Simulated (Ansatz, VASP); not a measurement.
# Two plane-wave programs on Ga2BAs3

```
Ga B As
1.0
     3.31382   -5.78762   -0.00296
     3.31382    5.78762   -0.00296
    -2.09429    0.00000    6.22895
Ga B As
4 2 6
Direct
  0.58854 0.41243 0.99973
  0.24450 0.75491 0.99961
  0.41243 0.58854 0.49973
  0.75491 0.24450 0.49961
  0.92846 0.07669 0.00474
  0.07669 0.92846 0.50474
  0.25556 0.42075 0.10660
  0.96424 0.83073 0.15533
  0.66162 0.11157 0.10900
  0.83073 0.96424 0.65533
  0.42075 0.25556 0.60660
  0.11157 0.66162 0.60900
```

Alike in both runs: functional PBE; k mesh 6 × 6 × 6; occupations gaussian, width 0.02 eV; no spin polarisation.

Ansatz relaxed the structure, and its values are those at the end. VASP's run is a single point on that final structure, the one shown.

```csv
,VASP,Ansatz
version,VASP 6.6.1,Ansatz 0.2.0
potentials or method,"VASP PAW PBE potentials, release 64 (Ga_d, B, As), cutoff 520 eV","scalar-relativistic, plane waves, PAW"
valence electrons in the cell,88,148
```

|  | VASP | Ansatz | Ansatz less VASP |
| --- | --- | --- | --- |
| gap on the k mesh at the Fermi level (eV) | 0.92 | 0.92 | +0.003 |
| least direct gap on the mesh (eV) | 0.92 | 0.92 | +0.003 |
| pressure (GPa) | 0.2 | 0.0 | -0.24 |
| rms of the force components (eV/Å) | 0.005 | 0.002 | -0.0038 |

VASP's potentials hold 88 valence electrons a cell and Ansatz's 148, so a difference there can come from the potentials and not from the codes.
